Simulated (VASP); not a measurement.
# K2S (fluorite type) (Fm-3m) in VASP: notebook, part 3 of 3

VASP 6.6.1.

## 5. Electric field gradients, PBE (35.33 Å³/atom)

This run uses another cell than the first one, of 35.33 Å³/atom.

Input file INCAR:

```
SYSTEM = K2S
PREC     = Accurate       ! precision mode
ENCUT    = 400            ! plane-wave cutoff, eV
EDIFF    = 1E-8           ! SCF threshold, eV
ISMEAR   = -1             ! smearing method
SIGMA    = 0.03           ! smearing width, eV
LREAL    = .FALSE.        ! projectors in reciprocal space
LASPH    = .TRUE.         ! aspherical terms in the spheres
NELM     = 120            ! most SCF steps
ALGO     = Normal         ! electronic algorithm
ISIF     = 2              ! what is computed and relaxed
LWAVE    = .FALSE.        ! write WAVECAR
LCHARG   = .FALSE.        ! write CHGCAR
GGA      = PE             ! functional
LEFG     = .TRUE.       
NBANDS   = 19             ! bands
GGA_COMPAT= .FALSE.
```

Input file KPOINTS:

```
Automatic mesh
0
G
  10 10 10
  0 0 0
```

Input file POSCAR:

```
K2S
1.0
    0.0000000000      3.7560368645      3.7560368645
    3.7560368645      0.0000000000      3.7560368645
    3.7560368645      3.7560368645      0.0000000000
S K
1 2
Direct
    0.0000000000      0.0000000000      0.0000000000
    0.2500000000      0.2500000000      0.2500000000
    0.7500000000      0.7500000000      0.7500000000
```

Potentials or basis: VASP PAW PBE potentials, release 64 (S, K_sv).

Started as:

```bash
$ cat potpaw_PBE.64/S/POTCAR potpaw_PBE.64/K_sv/POTCAR > POTCAR
$ mpirun -np 1 vasp_std > vasp.out
```

OUTCAR:

```text
SYSTEM = K2S
   PREC = Accurate
   ENCUT = 400
   EDIFF = 1E-8
   ISMEAR = -1
   LREAL = .FALSE.
   LASPH = .TRUE.
   NELM = 120
   ISIF = 2
   GGA = PE

 ion  position               nearest neighbor table
   1  0.000  0.000  0.000-   3 3.25   3 3.25   3 3.25   2 3.25   2 3.25   2 3.25   3 3.25   2 3.25

   2  0.250  0.250  0.250-   1 3.25   1 3.25   1 3.25   1 3.25   3 3.76   3 3.76   3 3.76   3 3.76
                             3 3.76   3 3.76
   3  0.750  0.750  0.750-   1 3.25   1 3.25   1 3.25   1 3.25   2 3.76   2 3.76   2 3.76   2 3.76
                             2 3.76   2 3.76

  LATTYP: Found a face centered cubic cell.
 ALAT       =     7.5120737290

  Lattice vectors:

 A1 = (   0.0000000000,   3.7560368645,   3.7560368645)
 A2 = (   3.7560368645,   0.0000000000,   3.7560368645)
 A3 = (   3.7560368645,   3.7560368645,   0.0000000000)

Analysis of symmetry for initial positions (statically):
=====================================================================
 Subroutine PRICEL returns:
 Original cell was already a primitive cell.

 Routine SETGRP: Setting up the symmetry group for a
 face centered cubic supercell.

 Subroutine GETGRP returns: Found 48 space group operations
 (whereof 48 operations were pure point group operations)
 out of a pool of 48 trial point group operations.

The static configuration has the point symmetry O_h .

Analysis of symmetry for dynamics (positions and initial velocities):
=====================================================================
 Subroutine PRICEL returns:
 Original cell was already a primitive cell.

 Routine SETGRP: Setting up the symmetry group for a
 face centered cubic supercell.
[... 686 lines left out ...]
     18       6.8204      0.00000
     19       7.4193      0.00000

 [... further k-points ...]

------------------------ aborting loop because EDIFF is reached ----------------------------------------

  FORCE on cell =-STRESS in cart. coord.  units (eV):
  Direction    XX          YY          ZZ          XY          YZ          ZX
  --------------------------------------------------------------------------------------
  -------------------------------------------------------------------------------------
  Total       -0.2037023     -0.2037023     -0.2037023      0.0000000      0.0000000     -0.0000000
  in kB       -3.0795473     -3.0795473     -3.0795473      0.0000000      0.0000000     -0.0000000
  external PRESSURE =      -3.0795473 kB  Pullay stress =       0.0000000 kB

 VOLUME and BASIS-vectors are now :
 -----------------------------------------------------------------------------
  energy-cutoff  :      400.00
  volume of cell :      105.98
      direct lattice vectors                 reciprocal lattice vectors
     0.000000000  3.756036864  3.756036864    -0.133119034  0.133119034  0.133119034
     3.756036864  0.000000000  3.756036864     0.133119034 -0.133119034  0.133119034
     3.756036864  3.756036864  0.000000000     0.133119034  0.133119034 -0.133119034

 POSITION                                       TOTAL-FORCE (eV/Angst)
 -----------------------------------------------------------------------------------
      0.00000      0.00000      0.00000        -0.000000      0.000000      0.000000
      1.87802      1.87802      1.87802        -0.000000     -0.000000     -0.000000
      5.63406      5.63406      5.63406         0.000000      0.000000     -0.000000
 -----------------------------------------------------------------------------------
    total drift:                                0.000000      0.000000      0.000000

  FREE ENERGIE OF THE ION-ELECTRON SYSTEM (eV)
  ---------------------------------------------------
  free  energy   TOTEN  =        -9.4193273810 eV

  energy  without entropy=       -9.4193273810  energy(sigma->0) =       -9.41932738

 Electric field gradients (V/A^2)
---------------------------------------------------------------------
 ion       V_xx      V_yy      V_zz      V_xy      V_xz      V_yz
---------------------------------------------------------------------
   1       0.000     0.000     0.000     0.000     0.000     0.000
   2      -0.000    -0.000    -0.000     0.000     0.000     0.000
   3      -0.000    -0.000    -0.000     0.000     0.000     0.000
---------------------------------------------------------------------

 Electric field gradients after diagonalization (V/A^2)
 (convention: |V_zz| > |V_xx| > |V_yy|)
----------------------------------------------------------------------
 ion       V_xx      V_yy      V_zz     asymmetry (V_yy - V_xx)/ V_zz
----------------------------------------------------------------------
   1      -0.000    -0.000     0.000       0.000
   2      -0.000    -0.000     0.001       0.000
   3      -0.000    -0.000     0.001       0.000
----------------------------------------------------------------------

           NMR quadrupolar parameters

 Cq : quadrupolar parameter    Cq=e*Q*V_zz/h
 eta: asymmetry parameters     (V_yy - V_xx)/ V_zz
 Q  : nuclear electric quadrupole moment in mb (millibarn)
----------------------------------------------------------------------
 ion       Cq(MHz)       eta       Q (mb)
----------------------------------------------------------------------
   1       0.000       0.000       1.000
   2       0.000       0.000       1.000
   3       0.000       0.000       1.000
----------------------------------------------------------------------
```

OSZICAR:

```text
N       E                     dE             d eps       ncg     rms          rms(c)
DAV:   1     0.129935771364E+03    0.12994E+03   -0.95772E+03  1786   0.883E+02
DAV:   2    -0.327169297885E+00   -0.13026E+03   -0.12723E+03  2048   0.267E+02
DAV:   3    -0.106413285315E+02   -0.10314E+02   -0.10283E+02  3184   0.564E+01
[... 11 lines left out ...]
DAV:  15    -0.941932713484E+01   -0.47654E-06   -0.47521E-06  2248   0.694E-03    0.298E-03
DAV:  16    -0.941932732863E+01   -0.19378E-06   -0.54169E-07  2340   0.244E-03    0.133E-03
DAV:  17    -0.941932740231E+01   -0.73683E-07   -0.24828E-07  1724   0.164E-03    0.181E-04
DAV:  18    -0.941932738916E+01    0.13152E-07   -0.79099E-09  1910   0.493E-04    0.368E-04
DAV:  19    -0.941932738099E+01    0.81629E-08   -0.83828E-10  1354   0.182E-04
   1 F= -.94193274E+01 E0= -.94193274E+01  d E =-.197794E-10
```

stdout:

```text
POSCAR found type information on POSCAR S K
 POSCAR found :  2 types and       3 ions
 scaLAPACK will be used
 LDA part: xc-table for (Slater+PW92), standard interpolation
 POSCAR, INCAR and KPOINTS ok, starting setup
 FFT: planning ... GRIDC
 FFT: planning ... GRID_SOFT
 FFT: planning ... GRID
 WAVECAR not read
 entering main loop
ion   1

ion   2

ion   3
```

Run time: 2.3 min. Hardware: 1 thread of Oxide Virtual Turin-like, shared host; peak memory 0.19 GiB.

What came out:

* Free energy: -9.4193 eV
* Pressure: -0.3 GPa
* Band gap on the k mesh: 2.27 eV (least direct gap 2.43 eV)
* Largest electric field gradient by atom: under 0.05 V/Å² on every atom

Levels at points of the mesh, in eV from the valence-band top:
```tsv
k point	band 9	band 10	band 11	band 12	band 13	band 14	band 15	band 16
(0.00, 0.00, 0.00)	-9.58	-0.16	-0.16	-0.16	2.27	5.45	5.45	7.32
(0.50, 0.00, 0.00)	-9.41	-0.59	-0.05	-0.05	4.63	4.82	5.75	5.75
(0.50, 0.50, 0.00)	-9.37	-0.70	0.00	0.00	3.50	5.20	6.37	6.56
```

A k mesh can miss the band edges.

## 6. Electric field gradients, PBE (36.71 Å³/atom)

This run uses another cell than the first one, of 36.71 Å³/atom.

Input file INCAR:

```
PREC = Accurate
ENCUT = 400
EDIFF = 1E-8
ISMEAR = -1
SIGMA = 0.03
LREAL = F
LASPH = T
NELM = 120
ALGO = Normal
ISIF = 2
LWAVE = F
LCHARG = F
GGA = PE
LEFG = T
NBANDS = 19
GGA_COMPAT = F
```

Input file KPOINTS:

```
regular mesh
0
Gamma
  10 10 10
```

Input file POSCAR:

```
K2S
1.0
    0.0000000000      3.8045072023      3.8045072023
    3.8045072023      0.0000000000      3.8045072023
    3.8045072023      3.8045072023      0.0000000000
S K
1 2
Direct
    0.0000000000      0.0000000000      0.0000000000
    0.2500000000      0.2500000000      0.2500000000
    0.7500000000      0.7500000000      0.7500000000
```

Potentials or basis: VASP PAW PBE potentials, release 64 (S, K_sv).

Started as:

```bash
$ cat potpaw_PBE.64/S/POTCAR potpaw_PBE.64/K_sv/POTCAR > POTCAR
$ mpirun -np 1 vasp_std > vasp.out
```

OUTCAR:

```text
PREC = Accurate
   ENCUT = 400
   EDIFF = 1E-8
   ISMEAR = -1
   LREAL = F
   LASPH = T
   NELM = 120
   ISIF = 2
   GGA = PE

 ion  position               nearest neighbor table
   1  0.000  0.000  0.000-   3 3.29   3 3.29   3 3.29   2 3.29   3 3.29   2 3.29   2 3.29   2 3.29

   2  0.250  0.250  0.250-   1 3.29   1 3.29   1 3.29   1 3.29   3 3.80   3 3.80   3 3.80   3 3.80
                             3 3.80   3 3.80
   3  0.750  0.750  0.750-   1 3.29   1 3.29   1 3.29   1 3.29   2 3.80   2 3.80   2 3.80   2 3.80
                             2 3.80   2 3.80

  LATTYP: Found a face centered cubic cell.
 ALAT       =     7.6090144046

  Lattice vectors:

 A1 = (   0.0000000000,   3.8045072023,   3.8045072023)
 A2 = (   3.8045072023,   0.0000000000,   3.8045072023)
 A3 = (   3.8045072023,   3.8045072023,   0.0000000000)

Analysis of symmetry for initial positions (statically):
=====================================================================
 Subroutine PRICEL returns:
 Original cell was already a primitive cell.

[... 725 lines left out ...]

 POSITION                                       TOTAL-FORCE (eV/Angst)
 -----------------------------------------------------------------------------------
      0.00000      0.00000      0.00000        -0.000000      0.000000      0.000000
      1.90225      1.90225      1.90225        -0.000000     -0.000000     -0.000000
      5.70676      5.70676      5.70676         0.000000      0.000000      0.000000
 -----------------------------------------------------------------------------------
    total drift:                                0.000000      0.000000      0.000000

  FREE ENERGIE OF THE ION-ELECTRON SYSTEM (eV)
  ---------------------------------------------------
  free  energy   TOTEN  =        -9.4037480082 eV

  energy  without entropy=       -9.4037480081  energy(sigma->0) =       -9.40374801

 Electric field gradients (V/A^2)
---------------------------------------------------------------------
 ion       V_xx      V_yy      V_zz      V_xy      V_xz      V_yz
---------------------------------------------------------------------
   1       0.000    -0.000     0.000    -0.000    -0.000    -0.000
   2       0.000     0.000     0.000     0.001     0.001     0.001
   3       0.000     0.000    -0.000     0.001     0.001     0.001
---------------------------------------------------------------------

 Electric field gradients after diagonalization (V/A^2)
 (convention: |V_zz| > |V_xx| > |V_yy|)
----------------------------------------------------------------------
 ion       V_xx      V_yy      V_zz     asymmetry (V_yy - V_xx)/ V_zz
----------------------------------------------------------------------
   1       0.000     0.000    -0.001       0.000
   2      -0.001    -0.001     0.001       0.000
   3      -0.001    -0.001     0.001       0.000
----------------------------------------------------------------------

           NMR quadrupolar parameters

 Cq : quadrupolar parameter    Cq=e*Q*V_zz/h
 eta: asymmetry parameters     (V_yy - V_xx)/ V_zz
 Q  : nuclear electric quadrupole moment in mb (millibarn)
----------------------------------------------------------------------
 ion       Cq(MHz)       eta       Q (mb)
----------------------------------------------------------------------
   1      -0.000       0.000       1.000
   2       0.000       0.000       1.000
   3       0.000       0.000       1.000
----------------------------------------------------------------------
```

It took 99 s on 1 thread of Oxide Virtual Turin-like, shared host; peak memory 0.19 GiB.

What came out:

* Free energy: -9.4037 eV
* Pressure: -0.9 GPa
* Band gap on the k mesh: 2.18 eV (least direct gap 2.30 eV)
* Largest electric field gradient by atom: under 0.05 V/Å² on every atom

A k mesh can miss the band edges.

## 7. The runs side by side

```csv
cell,gap on the mesh (eV),pressure (GPa)
"a = 5.170 Å, angles 60.0°, 3 atoms",2.48,1.3
"a = 5.241 Å, angles 60.0°, 3 atoms",2.37,0.4
"a = 5.312 Å, angles 60.0°, 3 atoms",2.27,-0.3
"a = 5.380 Å, angles 60.0°, 3 atoms",2.18,-0.9
```

Alike in all rows: task electric field gradients; level PBE; potentials or basis VASP PAW PBE potentials, release 64 (S, K_sv); no spin polarisation; k mesh 10 × 10 × 10; cutoff (eV) 400; smearing fermi-dirac 0.03 eV.

Absolute energies hang on the potentials; compare differences alone.
